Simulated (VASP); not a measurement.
AlN, 4 atoms in the cell. It takes space group Cmcm (No. 63, orthorhombic). The conventional cell has a = 4.011 Å, b = 4.011 Å, c = 4.011 Å, α = 90.00°, β = 90.00°, γ = 90.00°. Al (site symmetry m2m) has 6 N at 1.97 to 2.05 Å within 2.6 Å. Within 2.6 Å of N (site symmetry m2m) lie 6 Al at 1.97 to 2.05 Å. 

```yaml
Program: VASP 6.6.1
Task: single point
Functional: LDA
Potentials_or_basis: VASP PAW LDA potentials, release 64 (Al, N)
Cutoff: 520 eV
k_mesh: 8 × 8 × 6
Occupations: gaussian, width 0.05 eV
Spin: no spin polarisation
Dipole_correction: no
Further_INCAR_settings: ALGO = Normal; EDIFF = 1e-06; NBANDS = 16
```

Potentials or basis: VASP PAW LDA potentials, release 64 (Al, N).

The run is started by

```bash
$ cat potpaw_LDA.64/Al/POTCAR potpaw_LDA.64/N/POTCAR > POTCAR
$ mpirun -np 1 vasp_std > vasp.out
```

Hardware: 1 thread of Intel(R) Xeon(R) Platinum 8259CL CPU @ 2.50GHz (Skylake/Cascade Lake), on a shared host.

Problem. Estimate the wall time of this run.

Solution. Wall time 32 s on 1 thread of Intel(R) Xeon(R) Platinum 8259CL CPU @ 2.50GHz (Skylake/Cascade Lake) (shared host), peak memory 0.15 GiB. Counts: scf iterations 12, k points 84.
